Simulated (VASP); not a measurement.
Set up this calculation in VASP 6.6.1, as the native input.

| Quantity | Value |
| --- | --- |
| Task | single point |
| Functional | PBE |
| Potentials or basis | VASP PAW PBE potentials, release 64 (Ti_sv, Si) |
| Cutoff | 520 eV |
| k mesh | 12 × 12 × 12 |
| Occupations | gaussian, width 0.15 eV |
| Spin | no spin polarisation |
| Dipole correction | no |
| Further INCAR settings | ALGO = Normal; EDIFF = 1e-06; NBANDS = 29 |

The structure of TiSi2 lies in POSCAR:

```
TiSi2
1.0
    1.7261036205     -6.7777979208      0.0000000000
    1.7261036205      6.7777979208      0.0000000000
    0.0000000000      0.0000000000      3.4830641694
Ti Si
2 4
Direct
    0.8968075258      0.1031924742      0.7500000000
    0.1031924742      0.8968075258      0.2500000000
    0.5591373591      0.4408626409      0.7500000000
    0.4408626409      0.5591373591      0.2500000000
    0.2498287182      0.7501712818      0.7500000000
    0.7501712818      0.2498287182      0.2500000000
```

The input as run:

INCAR

```
SYSTEM = TiSi2
  ALGO = Normal
  EDIFF = 1E-6
  ENCUT = 520
  GGA = PE
  ISIF = 2
  ISMEAR = 0
  LASPH = .TRUE.
  LCHARG = .FALSE.
  LREAL = .FALSE.
  LWAVE = .FALSE.
  NBANDS = 29
  NELM = 60
  PREC = Accurate
  SIGMA = 0.15
```

KPOINTS

```
k-points
0
G
  12 12 12
  0 0 0
```

Potentials or basis: VASP PAW PBE potentials, release 64 (Ti_sv, Si).

Launch:

```console
$ cat potpaw_PBE.64/Ti_sv/POTCAR potpaw_PBE.64/Si/POTCAR > POTCAR
$ mpirun -np 1 vasp_std > vasp.out
```

Results of the run:

| Item | Value |
| --- | --- |
| Pressure | 9.2 GPa |
| Largest force | 0.076 eV/Å |
| Band gap on the k mesh | zero (band 20 reaches 11.63 eV, above the bottom of band 21 at 10.59 eV) |

It took 26 min on 1 thread of Intel(R) Xeon(R) Platinum 8375C CPU @ 2.90GHz (Ice Lake), with other jobs on the host, peak memory 0.69 GiB.
